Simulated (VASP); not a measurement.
# HfN (Fm-3m) in VASP: a series of runs

The runs below take HfN through electric field gradients, with LDA.

Program: VASP 6.6.1. These are calculated values, not measurements. Logs are shortened: lines on timing, memory, paths and dates and some standing lists are left out, and cuts for length are marked.

## 1. The cell of the first run

Symmetry: Fm-3m, No. 225, cubic system. Conventional cell: a = 4.457 Å, b = 4.457 Å, c = 4.457 Å, α = 90.00°, β = 90.00°, γ = 90.00°. Within 2.9 Å of Hf (site symmetry m-3m) lie 6 N at 2.23 Å. N (site symmetry m-3m) has 6 Hf at 2.23 Å within 2.9 Å.

## 2. Electric field gradients, LDA (volume scaled by 0.96)

Contents of INCAR:

```
SYSTEM = HfN
ALGO     = Normal         ! electronic algorithm
EDIFF    = 1E-8           ! SCF threshold, eV
ENCUT    = 520            ! plane-wave cutoff, eV
ISIF     = 2              ! what is computed and relaxed
ISMEAR   = -1             ! smearing method
LASPH    = .True.         ! aspherical terms in the spheres
LCHARG   = .False.        ! write CHGCAR
LEFG     = .True.       
LREAL    = .False.        ! projectors in reciprocal space
LWAVE    = .False.        ! write WAVECAR
NBANDS   = 14             ! bands
NELM     = 100            ! most SCF steps
PREC     = Accurate       ! precision mode
SIGMA    = 0.03           ! smearing width, eV
```

Contents of KPOINTS:

```
k-points
0
Gamma
  10 10 10
  0 0 0
```

Contents of POSCAR:

```
HfN
1.0
    0.0000000000      2.2284692304      2.2284692304
    2.2284692304      0.0000000000      2.2284692304
    2.2284692304      2.2284692304      0.0000000000
Hf N
1 1
Direct
    0.0000000000      0.0000000000      0.0000000000
    0.5000000000      0.5000000000      0.5000000000
```

Potentials or basis: VASP PAW LDA potentials, release 64 (Hf_pv, N).

Run with:

```sh
$ cat potpaw_LDA.64/Hf_pv/POTCAR potpaw_LDA.64/N/POTCAR > POTCAR
$ mpirun -np 1 vasp_std > vasp.out
```

OUTCAR:

```text
SYSTEM = HfN
   EDIFF = 1E-8
   ENCUT = 520
   ISIF = 2
   ISMEAR = -1
   LASPH = .True.
   LREAL = .False.
   NELM = 100
   PREC = Accurate

 ion  position               nearest neighbor table
   1  0.000  0.000  0.000-   2 2.23   2 2.23   2 2.23   2 2.23   2 2.23   2 2.23
   2  0.500  0.500  0.500-   1 2.23   1 2.23   1 2.23   1 2.23   1 2.23   1 2.23

  LATTYP: Found a face centered cubic cell.
 ALAT       =     4.4569384608

  Lattice vectors:

 A1 = (   0.0000000000,   2.2284692304,   2.2284692304)
 A2 = (   2.2284692304,   0.0000000000,   2.2284692304)
 A3 = (   2.2284692304,   2.2284692304,   0.0000000000)

Analysis of symmetry for initial positions (statically):
=====================================================================
 Subroutine PRICEL returns:
 Original cell was already a primitive cell.

 Routine SETGRP: Setting up the symmetry group for a
 face centered cubic supercell.

 Subroutine GETGRP returns: Found 48 space group operations
[... 9 lines left out ...]

 Routine SETGRP: Setting up the symmetry group for a
 face centered cubic supercell.

 Subroutine GETGRP returns: Found 48 space group operations
[... 11 lines left out ...]
                                     Primitive cell

  volume of cell :      22.1335

  direct lattice vectors                    reciprocal lattice vectors
     0.000000000  2.228469230  2.228469230    -0.224369264  0.224369264  0.224369264
     2.228469230  0.000000000  2.228469230     0.224369264 -0.224369264  0.224369264
     2.228469230  2.228469230  0.000000000     0.224369264  0.224369264 -0.224369264

  length of vectors
     3.151531409  3.151531409  3.151531409     0.388618964  0.388618964  0.388618964

  position of ions in fractional coordinates (direct lattice)
     0.000000000  0.000000000  0.000000000
     0.500000000  0.500000000  0.500000000

  ion indices of the primitive-cell ions
   primitive index   ion index
                 1           1
                 2           2

----------------------------------------------------------------------------------------

 KPOINTS: k-points

Automatic generation of k-mesh.
 Grid dimensions read from file:
 generate k-points for:   10   10   10

[... 104 lines left out ...]
  ext. energy  EPLUGINS =         0.00000000
  ---------------------------------------------------
  free energy    TOTEN  =       -23.86374465 eV

  energy without entropy =      -23.86108737  energy(sigma->0) =      -23.86241601

 E-fermi :   8.5981     XC(G=0): -13.1911

 val. band max:        8.5689016068   @ k =  -0.4000   0.3000   0.0000
 cond. band min:       8.6105126095   @ k =  -0.1000   0.1000   0.0000
 fundamental gap:      0.0416110026
 Fermi energy:         8.5980764176

 k-point     1 :       0.0000    0.0000    0.0000
  band No.  band energies     occupation
      1     -22.1992      2.00000
      2     -22.1992      2.00000
      3     -22.1992      2.00000
      4      -8.9084      2.00000
      5       5.5666      2.00000
      6       5.5666      2.00000
      7       5.5666      2.00000
      8       8.1570      2.00000
      9       8.1570      2.00000
     10       8.1570      2.00000
     11      10.5815      0.00000
     12      10.5815      0.00000
     13      10.9604      0.00000
     14      18.3170      0.00000
[... 377 lines left out ...]
      1     -23.0003      2.00000
      2     -22.5121      2.00000
      3     -22.4773      2.00000
      4      -7.4113      2.00000
      5       1.9443      2.00000
      6       3.9169      2.00000
      7       4.4472      2.00000
      8       6.0038      2.00000
      9      12.8298      0.00000
     10      13.4274      0.00000
     11      13.5541      0.00000
     12      13.8374      0.00000
     13      18.1894      0.00000
     14      20.0507      0.00000

 [... further k-points ...]
[... 5 lines left out ...]
  --------------------------------------------------------------------------------------
  -------------------------------------------------------------------------------------
  Total        0.1516817      0.1516817      0.1516817     -0.0000000      0.0000000      0.0000000
  in kB       10.9797846     10.9797846     10.9797846     -0.0000000      0.0000000      0.0000000
  external PRESSURE =      10.9797846 kB  Pullay stress =       0.0000000 kB

 VOLUME and BASIS-vectors are now :
 -----------------------------------------------------------------------------
  energy-cutoff  :      520.00
  volume of cell :       22.13
      direct lattice vectors                 reciprocal lattice vectors
     0.000000000  2.228469230  2.228469230    -0.224369264  0.224369264  0.224369264
     2.228469230  0.000000000  2.228469230     0.224369264 -0.224369264  0.224369264
     2.228469230  2.228469230  0.000000000     0.224369264  0.224369264 -0.224369264

 POSITION                                       TOTAL-FORCE (eV/Angst)
 -----------------------------------------------------------------------------------
      0.00000      0.00000      0.00000         0.000000      0.000000      0.000000
      2.22847      2.22847      2.22847         0.000000     -0.000000     -0.000000
 -----------------------------------------------------------------------------------
    total drift:                                0.000000     -0.000000     -0.000000

  FREE ENERGIE OF THE ION-ELECTRON SYSTEM (eV)
  ---------------------------------------------------
  free  energy   TOTEN  =       -23.8637446526 eV

  energy  without entropy=      -23.8610873672  energy(sigma->0) =      -23.86241601

 Electric field gradients (V/A^2)
---------------------------------------------------------------------
 ion       V_xx      V_yy      V_zz      V_xy      V_xz      V_yz
---------------------------------------------------------------------
   1      -0.000    -0.000     0.000    -0.000    -0.000    -0.000
   2      -0.000    -0.000     0.000    -0.001    -0.001    -0.001
---------------------------------------------------------------------

 Electric field gradients after diagonalization (V/A^2)
 (convention: |V_zz| > |V_xx| > |V_yy|)
----------------------------------------------------------------------
 ion       V_xx      V_yy      V_zz     asymmetry (V_yy - V_xx)/ V_zz
----------------------------------------------------------------------
   1       0.000     0.000    -0.001       0.000
   2       0.001     0.001    -0.001       0.000
----------------------------------------------------------------------

           NMR quadrupolar parameters

 Cq : quadrupolar parameter    Cq=e*Q*V_zz/h
 eta: asymmetry parameters     (V_yy - V_xx)/ V_zz
 Q  : nuclear electric quadrupole moment in mb (millibarn)
----------------------------------------------------------------------
 ion       Cq(MHz)       eta       Q (mb)
----------------------------------------------------------------------
   1      -0.000       0.000       1.000
   2      -0.000       0.000       1.000
----------------------------------------------------------------------
```

It took 18 s on 1 thread of Intel Xeon 8259CL, shared host; peak memory 0.13 GiB.

What came out:

* Free energy: -23.8637 eV
* Pressure: 1.1 GPa

Levels at points of the mesh, in eV from the Fermi level:
| k point | band 5 | band 6 | band 7 | band 8 | band 9 | band 10 | band 11 | band 12 |
| --- | --- | --- | --- | --- | --- | --- | --- | --- |
| (0.00, 0.00, 0.00) | -3.03 | -3.03 | -3.03 | -0.44 | -0.44 | -0.44 | 1.98 | 1.98 |
| (0.50, 0.00, 0.00) | -9.11 | -6.39 | -6.39 | 3.44 | 3.85 | 3.85 | 4.75 | 9.29 |
| (0.50, 0.50, 0.00) | -5.30 | -4.04 | -3.65 | -3.65 | 4.24 | 5.79 | 5.79 | 6.14 |

Caveat: without QUAD_EFG the Cq values of the log hold for a quadrupole moment of 1 mb, not for the nuclei; spin-orbit coupling is left out, which moves the levels of the heavy elements.

(Continued in part 2 of 3.)
